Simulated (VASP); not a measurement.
## CdTe: single point with LDA

Crystal: CdTe.

```
Cd Te
1.0
     0.00000    3.38525    3.38525
     3.38525    0.00000    3.38525
     3.38525    3.38525    0.00000
Cd Te
1 1
Direct
  0.00000 0.00000 0.00000
  0.25000 0.25000 0.25000
```

```json
{
  "Program": "VASP 6.6.1",
  "Task": "single point",
  "Functional": "LDA",
  "Potentials or basis": "VASP PAW LDA potentials, release 64 (Cd, Te)",
  "Cutoff": "520 eV",
  "k mesh": "10 × 10 × 10",
  "Occupations": "gaussian, width 0.02 eV",
  "Spin": "no spin polarisation",
  "Dipole correction": "no",
  "Further INCAR settings": "ALGO = Normal; EDIFF = 1e-07; NBANDS = 16"
}
```

```yaml
Pressure: -5.0 GPa
Band_gap_on_the_k_mesh: 0.17 eV, direct
```

Levels at points of the mesh, in eV from the valence-band top:
| k point | band 7 | band 8 | band 9 | band 10 | band 11 | band 12 |
| --- | --- | --- | --- | --- | --- | --- |
| (0.00, 0.00, 0.00) | 0.00 | 0.00 | 0.00 | 0.17 | 4.56 | 4.56 |
| (0.50, 0.00, 0.00) | -3.82 | -0.61 | -0.61 | 1.52 | 5.11 | 5.11 |
| (0.50, 0.50, 0.00) | -3.79 | -1.48 | -1.48 | 2.52 | 2.69 | 7.97 |

It took 18 s on 1 thread of Intel(R) Xeon(R) 6975P-C (Granite Rapids), with other jobs on the host, peak memory 0.21 GiB.

Caveat: spin-orbit coupling is left out, which moves the levels of the heavy elements.
